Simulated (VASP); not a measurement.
# CdS (Hawleyite) (F-43m) in VASP: dielectric tensor with LDA

Aim: the dielectric tensor of CdS (Hawleyite) with LDA.

Program: VASP 6.6.1. These are calculated values, not measurements. Logs are shortened: lines on timing, memory, paths and dates and some standing lists are left out, and cuts for length are marked.

**1. The cell of the first run**

The structure is cubic, space group F-43m (No. 216). Conventional cell: a = 5.833 Å, b = 5.833 Å, c = 5.833 Å, α = 90.00°, β = 90.00°, γ = 90.00°. Cd (site symmetry -43m) has 4 S at 2.53 Å within 3.3 Å. S (site symmetry -43m) has 4 Cd at 2.53 Å within 3.3 Å.

**2. Dielectric tensor, LDA**

Contents of INCAR:

```
  PREC = Accurate
  ENCUT = 520
  EDIFF = 1E-8
  ISMEAR = 0
  SIGMA = 0.01
  LREAL = F
  LASPH = T
  NELM = 100
  ALGO = Normal
  ISIF = 2
  LWAVE = F
  LCHARG = F
  GGA = CA
  LEPSILON = T
  ISYM = 0
```

Contents of KPOINTS:

```
Automatic mesh
0
Gamma
  4 4 4
  0.5 0.5 0.5
```

Contents of POSCAR:

```
CdS
1.0
    0.0000000000      2.9165000000      2.9165000000
    2.9165000000      0.0000000000      2.9165000000
    2.9165000000      2.9165000000      0.0000000000
Cd S
1 1
Direct
    0.0000000000      0.0000000000      0.0000000000
    0.2500000000      0.2500000000      0.2500000000
```

Potentials or basis: VASP PAW LDA potentials, release 64 (Cd, S).

On the command line:

```sh
cat potpaw_LDA.64/Cd/POTCAR potpaw_LDA.64/S/POTCAR > POTCAR
mpirun -np 1 vasp_std > vasp.out
```

OUTCAR:

```text
PREC = Accurate
   ENCUT = 520
   EDIFF = 1E-8
   ISMEAR = 0
   LREAL = F
   LASPH = T
   NELM = 100
   ISIF = 2
   GGA = CA
   LEPSILON = T
   ISYM = 0

 ion  position               nearest neighbor table
   1  0.000  0.000  0.000-   2 2.53   2 2.53   2 2.53   2 2.53
   2  0.250  0.250  0.250-   1 2.53   1 2.53   1 2.53   1 2.53

IMPORTANT INFORMATION: All symmetrisations will be switched off!
NOSYMM: (Re-)initialisation of all symmetry stuff for point group C_1.

----------------------------------------------------------------------------------------

                                     Primitive cell

  volume of cell :      49.6153

  direct lattice vectors                    reciprocal lattice vectors
     0.000000000  2.916500000  2.916500000    -0.171438368  0.171438368  0.171438368
     2.916500000  0.000000000  2.916500000     0.171438368 -0.171438368  0.171438368
     2.916500000  2.916500000  0.000000000     0.171438368  0.171438368 -0.171438368

  length of vectors
     4.124553855  4.124553855  4.124553855     0.296939964  0.296939964  0.296939964

  position of ions in fractional coordinates (direct lattice)
     0.000000000  0.000000000  0.000000000
     0.250000000  0.250000000  0.250000000

  ion indices of the primitive-cell ions
   primitive index   ion index
                 1           1
                 2           2

----------------------------------------------------------------------------------------

 KPOINTS: Automatic mesh

Automatic generation of k-mesh.
 Grid dimensions read from file:
 generate k-points for:    4    4    4

 Generating k-lattice:

  Cartesian coordinates                     Fractional coordinates (reciprocal lattice)
    -0.042859592  0.042859592  0.042859592     0.250000000  0.000000000  0.000000000
     0.042859592 -0.042859592  0.042859592     0.000000000  0.250000000  0.000000000
     0.042859592  0.042859592 -0.042859592     0.000000000  0.000000000  0.250000000

  Length of vectors
     0.074234991  0.074234991  0.074234991

  Shift w.r.t. Gamma in fractional coordinates (k-lattice)
     0.500000000  0.500000000  0.500000000

 Subroutine IBZKPT returns following result:
 ===========================================

 Found    128 irreducible k-points:

 Following reciprocal coordinates:
            Coordinates               Weight
  0.125000  0.125000  0.125000      2.000000
  0.125000  0.000000  0.000000      2.000000
  0.000000  0.000000 -0.125000      2.000000
  0.000000  0.125000  0.000000      2.000000
  0.375000  0.125000  0.125000      2.000000
  0.125000  0.375000  0.125000      2.000000
[... 16 lines left out ...]
  0.000000  0.500000 -0.125000      2.000000
  0.500000  0.000000 -0.125000      2.000000
 [... further k-points ...]
   k-points           NKPTS =    128   k-points in BZ     NKDIM =    128   number of bands    NBANDS=     13
   number of dos      NEDOS =    301   number of ions     NIONS =      2
   total plane-waves  NPLWV =  32768
   dimension x,y,z NGX =    32 NGY =   32 NGZ =   32
   dimension x,y,z NGXF=    64 NGYF=   64 NGZF=   64
   ions per type =               1   1
   NGX,Y,Z   is equivalent  to a cutoff of  12.90, 12.90, 12.90 a.u.
   NGXF,Y,Z  is equivalent  to a cutoff of  25.80, 25.80, 25.80 a.u.
 SYSTEM =  unknown system
   PREC   = accura    normal or accurate (medium, high low for compatibility)
   ISTART =      0    job   : 0-new  1-cont  2-samecut
   ICHARG =      2    charge: 1-file 2-atom 10-const
   ISPIN  =      1    spin polarized calculation?
   LNONCOLLINEAR =      F non collinear calculations
   LSORBIT =      F    spin-orbit coupling
   LASPH  =      T    aspherical Exc in radial PAW
   ENCUT  =  520.0 eV  38.22 Ry    6.18 a.u.   7.67  7.67  7.67*2*pi/ulx,y,z
   NELM   =    100;   NELMIN=  2; NELMDL= -5     # of ELM steps
   EDIFF  = 0.1E-07   stopping-criterion for ELM
   LREAL  =      F    real-space projection
   EDIFFG = 0.1E-06   stopping-criterion for IOM
   NSW    =      0    number of steps for IOM
   IBRION =     -1    ionic relax: 0-MD 1-quasi-New 2-CG
   NFREE  =      0    steps in history (QN), initial steepest desc. (CG)
   ISIF   =      2    stress and relaxation
   ISYM   =      0    0-nonsym 1-usesym 2-fastsym
   POTIM  = 0.5000    time-step for ionic-motion
   TEBEG  =    0.0;   TEEND  =   0.0 temperature during run
   PSTRESS=    0.0 pullay stress
   NELECT =      18.0000    total number of electrons
   NUPDOWN=      -1.0000    fix difference up-down
   EMIN   =  10.00;   EMAX   =-10.00  energy-range for DOS
   EFERMI =   0.00;   METHOD = LEGACY
   ISMEAR =     0;   SIGMA  =   0.01  broadening in eV -4-tet -1-fermi 0-gaus
   EFERMI_NEDOS =   21; number of points for ismear=-14 and -15
   IALGO  =     38    algorithm
   IMIX   =      4    mixing-type and parameters
     AMIX     =   0.40;   BMIX     =  1.00
     AMIX_MAG =   1.60;   BMIX_MAG =  1.00
  volume/ion in A,a.u.               =      24.81       167.41
  Fermi-wavevector in a.u.,A,eV,Ry     =   1.167599  2.206442 18.548649  1.363287
  Thomas-Fermi vector in A             =   2.304097
   LORBIT       =      0    0 simple, 1 ext, 2 COOP (PROOUT), +10 PAW based schemes
   GGA     = CA    functional components
   LHFCALC =     F    Hartree Fock is set to
   AEXX    =    0.0000 exact exchange contribution
   IVDW    =     0    specifies the selected vdW correction
   LEPSILON=     T    determine dielectric tensor
   LRPA    =     F    only Hartree local field effects (RPA)
 non-spin polarized calculation
 Gauss-broadening in eV      SIGMA  =   0.01
  energy-cutoff  :      520.00
  volume of cell :       49.62
 maximum number of plane-waves:      1345
   NGX = 15   NGY = 15   NGZ = 15

--------------------------------------- Ionic step        1  -------------------------------------------

 number of electron      18.0000004 magnetization

 E-fermi :   1.0943     XC(G=0):  -9.5862

 val. band max:        1.0009921768   @ k =   0.0000   0.1250   0.0000
 cond. band min:       2.9111462485   @ k =   0.1250   0.0000   0.0000
 fundamental gap:      1.9101540717
 Fermi energy:         1.0942524253

 k-point     1 :       0.1250    0.1250    0.1250
  band No.  band energies     occupation
      1     -11.1649      2.00000
      2      -6.6278      2.00000
      3      -6.6278      2.00000
      4      -6.5985      2.00000
      5      -6.1670      2.00000
      6      -6.1670      2.00000
      7       0.0360      2.00000
      8       1.0010      2.00000
      9       1.0010      2.00000
     10       2.9111      0.00000
     11       7.2148      0.00000
     12       7.6900      0.00000
     13       7.6900      0.00000

 k-point     2 :       0.1250    0.0000    0.0000
  band No.  band energies     occupation
      1     -11.1649      2.00000
      2      -6.6278      2.00000
      3      -6.6278      2.00000
      4      -6.5985      2.00000
      5      -6.1670      2.00000
      6      -6.1670      2.00000
      7       0.0360      2.00000
      8       1.0010      2.00000
      9       1.0010      2.00000
     10       2.9111      0.00000
     11       7.2148      0.00000
     12       7.6900      0.00000
     13       7.6900      0.00000

 k-point     3 :       0.0000    0.0000   -0.1250
  band No.  band energies     occupation
      1     -11.1649      2.00000
      2      -6.6278      2.00000
      3      -6.6278      2.00000
      4      -6.5985      2.00000
      5      -6.1670      2.00000
      6      -6.1670      2.00000
      7       0.0360      2.00000
      8       1.0010      2.00000
      9       1.0010      2.00000
     10       2.9111      0.00000
     11       7.2148      0.00000
     12       7.6900      0.00000
     13       7.6900      0.00000
[... 305 lines left out ...]
 k-point    23 :       0.0000    0.5000   -0.1250
  band No.  band energies     occupation
      1     -10.7673      2.00000
      2      -6.5181      2.00000
      3      -6.4951      2.00000
      4      -6.1712      2.00000
      5      -6.1244      2.00000
      6      -5.7705      2.00000
      7      -3.2098      2.00000
      8      -0.1541      2.00000
      9       0.1685      2.00000
     10       4.5206      0.00000
     11       7.2127      0.00000
     12       8.3596      0.00000
     13       8.5229      0.00000

 k-point    24 :       0.5000    0.0000   -0.1250
  band No.  band energies     occupation
      1     -10.7673      2.00000
      2      -6.5181      2.00000
      3      -6.4951      2.00000
      4      -6.1712      2.00000
      5      -6.1244      2.00000
      6      -5.7705      2.00000
      7      -3.2098      2.00000
      8      -0.1541      2.00000
      9       0.1685      2.00000
     10       4.5206      0.00000
     11       7.2127      0.00000
     12       8.3596      0.00000
     13       8.5229      0.00000

 [... further k-points ...]

  FORCE on cell =-STRESS in cart. coord.  units (eV):
  Direction    XX          YY          ZZ          XY          YZ          ZX
  --------------------------------------------------------------------------------------
  -------------------------------------------------------------------------------------
  Total       -0.6156093     -0.6156091     -0.6156091     -0.0000013     -0.0000012     -0.0000018
  in kB      -19.8792425    -19.8792369    -19.8792362     -0.0000431     -0.0000382     -0.0000585
  external PRESSURE =     -19.8792385 kB  Pullay stress =       0.0000000 kB

 VOLUME and BASIS-vectors are now :
 -----------------------------------------------------------------------------
  energy-cutoff  :      520.00
  volume of cell :       49.62
      direct lattice vectors                 reciprocal lattice vectors
     0.000000000  2.916500000  2.916500000    -0.171438368  0.171438368  0.171438368
     2.916500000  0.000000000  2.916500000     0.171438368 -0.171438368  0.171438368
     2.916500000  2.916500000  0.000000000     0.171438368  0.171438368 -0.171438368

 POSITION                                       TOTAL-FORCE (eV/Angst)
 -----------------------------------------------------------------------------------
      0.00000      0.00000      0.00000        -0.000000     -0.000000      0.000000
      1.45825      1.45825      1.45825         0.000000      0.000000     -0.000000
 -----------------------------------------------------------------------------------
    total drift:                                0.000000      0.000000      0.000000

  FREE ENERGIE OF THE ION-ELECTRON SYSTEM (eV)
  ---------------------------------------------------
  free  energy   TOTEN  =        -7.3981720741 eV

  energy  without entropy=       -7.3981720741  energy(sigma->0) =       -7.39817207

 HEAD OF MICROSCOPIC STATIC DIELECTRIC TENSOR (INDEPENDENT PARTICLE, excluding Hartree and local field effects)
 ------------------------------------------------------
           7.044296     0.000003    -0.000000
           0.000003     7.044296     0.000000
           0.000000     0.000000     7.044296
 ------------------------------------------------------

 Free energy of the ion-electron system (eV)
  ---------------------------------------------------
  ---------------------------------------------------
  free energy    TOTEN  =        -0.80567453 eV

  energy without entropy =       -0.80567453

------------------------ aborting loop because EDIFF is reached ----------------------------------------

--------------------------------------- Ionic step        2  -------------------------------------------

------------------------ aborting loop because EDIFF is reached ----------------------------------------

--------------------------------------- Ionic step        3  -------------------------------------------

 Free energy of the ion-electron system (eV)
  ---------------------------------------------------
  ---------------------------------------------------
  free energy    TOTEN  =        -0.80567470 eV

  energy without entropy =       -0.80567470

------------------------ aborting loop because EDIFF is reached ----------------------------------------

 PIEZOELECTRIC TENSOR FIELD DIRECTION 3  (e Angst)
 -----------------------------------------------------------------------------
     0.00098 -1.96779 -0.00000           ( -0.00001  0.01791 -0.00000)
    -1.96778  0.00098 -0.00000           (  0.01791 -0.00001 -0.00000)
     0.00000 -0.00000 -0.00391           ( -0.00000 -0.00000 -0.00000)

 PIEZOELECTRIC TENSOR FIELD DIRECTION 3  (C/m^2)
 -----------------------------------------------------------------------------
     0.00032 -0.63544 -0.00000
    -0.63544  0.00032 -0.00000
     0.00000 -0.00000 -0.00126

 MACROSCOPIC STATIC DIELECTRIC TENSOR (including local field effects in DFT)
 ------------------------------------------------------
           6.587591    -0.000038     0.000000
          -0.000038     6.587591     0.000000
           0.000000     0.000000     6.587592
 ------------------------------------------------------

 PIEZOELECTRIC TENSOR (including local field effects)  for field in x, y, z        (e  Angst)
          XX          YY          ZZ          XY          YZ          ZX
  --------------------------------------------------------------------------------
  x     0.00000    -0.00000    -0.00000    -0.00000    -1.96779     0.00053
  y     0.00000     0.00000    -0.00000     0.00000     0.00053    -1.96779
  z     0.00098     0.00098    -0.00391    -1.96778    -0.00000    -0.00000

 PIEZOELECTRIC TENSOR (including local field effects)  for field in x, y, z        (C/m^2)
          XX          YY          ZZ          XY          YZ          ZX
  --------------------------------------------------------------------------------
  x     0.00000    -0.00000    -0.00000    -0.00000    -0.63544     0.00017
  y     0.00000     0.00000    -0.00000     0.00000     0.00017    -0.63544
  z     0.00032     0.00032    -0.00126    -0.63544    -0.00000    -0.00000

 BORN EFFECTIVE CHARGES (including local field effects) (in |e|, cummulative output)
 ---------------------------------------------------------------------------------
 ion    1
    1     2.18708     0.00033     0.00000
    2     0.00033     2.18708     0.00000
    3    -0.00000    -0.00000     2.18708
 ion    2
    1    -2.18708    -0.00033    -0.00000
    2    -0.00033    -2.18708    -0.00000
    3     0.00000     0.00000    -2.18708
```

Run time: 4.5 min. Hardware: 1 thread of Intel Xeon Platinum 8488C (Sapphire Rapids), shared host; peak memory 0.38 GiB.

Results:

```yaml
Band_gap_on_the_k_mesh: 1.91 eV, direct
Electronic_dielectric_tensor_diagonal: 6.59
Born_charges_mean_of_the_diagonal: Cd +2.19; S -2.19 e
```

Levels at points of the mesh, in eV from the valence-band top:
```tsv
k point	band 7	band 8	band 9	band 10	band 11	band 12
(0.12, 0.12, 0.12)	-0.96	0.00	0.00	1.91	6.21	6.69
```

Electronic dielectric tensor:
```
6.59 0.00 0.00
0.00 6.59 0.00
0.00 0.00 6.59
```

Born effective charge tensors (e):
atom 1, Cd
```
2.19 0.00 0.00
0.00 2.19 0.00
0.00 0.00 2.19
```
atom 2, S
```
-2.19  0.00  0.00
 0.00 -2.19  0.00
 0.00  0.00 -2.19
```

A k mesh can miss the band edges. Expect the measured gap to be larger: semilocal functionals such as LDA lack the derivative discontinuity.
